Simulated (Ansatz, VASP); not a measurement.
# LiBC3 in VASP and in Ansatz

```xyz
5
Lattice="3.2925 0.0000 0.0000 0.0000 3.2925 0.0000 0.0000 0.0000 3.2506" Properties=species:S:1:pos:R:3 pbc="T T T"
Li    0.0000    0.0000    2.8711
B     1.6462    1.6462    2.1208
C     1.6462    1.6462    0.4614
C     0.0000    1.6462    1.2716
C     1.6462    0.0000    1.2716
```

Alike in both runs: functional PBE; k mesh 12 × 12 × 12; occupations gaussian, width 0.1 eV; no spin polarisation.

Ansatz relaxed the structure, and its values are those at the end. VASP's run is a single point on that final structure, the one shown.

|  | VASP | Ansatz |
| --- | --- | --- |
| version | VASP 6.6.1 | Ansatz 0.2.0 |
| potentials or method | VASP PAW PBE potentials, release 64 (Li_sv, B, C), cutoff 520 eV | scalar-relativistic, plane waves, PAW |
| valence electrons in the cell | 18 | 18 |

```tsv
	VASP	Ansatz	Ansatz less VASP
gap on the k mesh at the Fermi level (eV)	none	none	-
rms of the force components (eV/Å)	0.004	0.001	-0.0036
```

A gap of «none» marks a metal or a gap that the smearing closes. The functional is the same, so the differences come from potentials, cutoffs and numerics.

Noted on VASP's run: the cutoff is short for stress, so the pressure is rough.
